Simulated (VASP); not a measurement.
Here is a VASP 6.6.1 calculation.

INCAR

```
SYSTEM = ZrTi
PREC     = Accurate       ! precision mode
ENCUT    = 520            ! plane-wave cutoff, eV
EDIFF    = 1E-6           ! SCF threshold, eV
ISMEAR   = 0              ! smearing method
SIGMA    = 0.15           ! smearing width, eV
LREAL    = .False.        ! projectors in reciprocal space
LASPH    = .True.         ! aspherical terms in the spheres
NELM     = 100            ! most SCF steps
ALGO     = Normal         ! electronic algorithm
ISIF     = 2              ! what is computed and relaxed
LWAVE    = .False.        ! write WAVECAR
LCHARG   = .True.         ! write CHGCAR
LELF     = .True.         ! ELF
LVHAR    = .True.       
NBANDS   = 19             ! bands
```

File KPOINTS:

```
Automatic mesh
0
Gamma
  16 16 12
  0 0 0
```

File POSCAR:

```
ZrTi
1.0
    3.1119350000     -0.2333951250      0.0000000000
   -0.2333951250      3.1119350000      0.0000000000
    0.0000000000      0.0000000000      4.1977650000
Zr Ti
1 1
Direct
    0.5000000000      0.5000000000      0.5000000000
    0.0000000000      0.0000000000      0.0000000000
```

Potentials or basis: VASP PAW LDA potentials, release 64 (Zr_sv, Ti_sv).

The run is started by

```bash
$ cat potpaw_LDA.64/Zr_sv/POTCAR potpaw_LDA.64/Ti_sv/POTCAR > POTCAR
$ mpirun -np 1 vasp_std > vasp.out
```

**Question.** Estimate the band gap on the k mesh.

**Answer.** Zero (band 12 reaches 8.96 eV, above the bottom of band 13 at 7.81 eV).

**Question.** Predict the pressure.

**Answer.** -7.1 GPa.

Stress tensor (GPa, compression positive):
```
-7.11  2.18  0.00
 2.18 -7.11  0.00
 0.00  0.00 -7.04
```

Caveat: the cell differs from its parent crystal (strain -0.1500 x Voigt [0, 0, 0, 0, 0, 1]).
